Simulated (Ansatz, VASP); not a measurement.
**One calculation of Zn2SnN, two programs**

The input INCAR:

```
ALGO = Normal
EDIFF = 1E-6
EDIFFG = -0.04
ENCUT = 600
GGA = PE
IBRION = 2
ISIF = 3
ISMEAR = 0
LASPH = T
LCHARG = F
LREAL = F
LWAVE = F
NELM = 80
NSW = 90
PREC = Accurate
SIGMA = 0.1
```

File KPOINTS:

```
k-points
0
Gamma
  6 6 2
```

The input POSCAR:

```
Zn2SnN
1.0
    4.0325458100      0.0000000000      0.0000000000
   -2.0162729100      3.4922871200      0.0000000000
    0.0000000000      0.0000000000      9.5191179500
Zn Sn N
2 1 1
Direct
    0.0000000000      0.0000000000      0.8172122500
    0.0000000000      0.0000000000      0.1827877500
    0.0000000000      0.0000000000      0.5000000000
    0.0000000000      0.0000000000      0.0000000000
```

Input for Ansatz:

```yaml
crystal:
  lattice:
    - [4.03254581, 0.0, 0.0]
    - [-2.01627291, 3.49228712, 0.0]
    - [0.0, 0.0, 9.51911795]
  atoms:
    - { symbol: Zn, position: [0.0, 0.0, 0.81721225] }
    - { symbol: Zn, position: [0.0, 0.0, 0.18278775] }
    - { symbol: Sn, position: [0.0, 0.0, 0.5] }
    - { symbol: "N", position: [0.0, 0.0, 0.0] }
basis:
  ecutwfc: 420
kpoints:
  mp_grid: { grid: [6, 6, 2] }
hamiltonian:
  xc: pbe
scf:
  occupations: { method: gaussian, width: 0.1 }
  lower_state_search: "off"
output:
  forces: true
  stress: true
  eigenvalues: true
relax:
  adjacent_minimum: "off"
  f_tol: 0.04
  max_steps: 70
  cell: { stress_tol: 0.4 }
```

Alike in both runs: task relaxation of cell and atoms; functional PBE; k mesh 6 × 6 × 2; occupations gaussian, width 0.1 eV; no spin polarisation.

|  | VASP | Ansatz |
| --- | --- | --- |
| version | VASP 6.6.1 | Ansatz 0.2.0 |
| potentials or method | VASP PAW PBE potentials, release 64 (Zn, Sn_d, N), cutoff 600 eV | scalar-relativistic, plane waves, PAW |
| valence electrons in the cell | 43 | 43 |

|  | VASP | Ansatz | Ansatz less VASP |
| --- | --- | --- | --- |
| gap on the k mesh at the Fermi level, each at its own relaxed structure (eV) | none | none | - |
| relaxed volume (Å³/atom) | 20.40 | 20.73 | +0.331 |
| relaxed cell length with the largest relative difference (Å) | 3.270 | 3.298 | +0.0279 |

A gap of «none» marks a metal or a gap that the smearing closes.

Noted on VASP's run: the volume moved by over 15 % at a fixed basis, so the end points are rough.
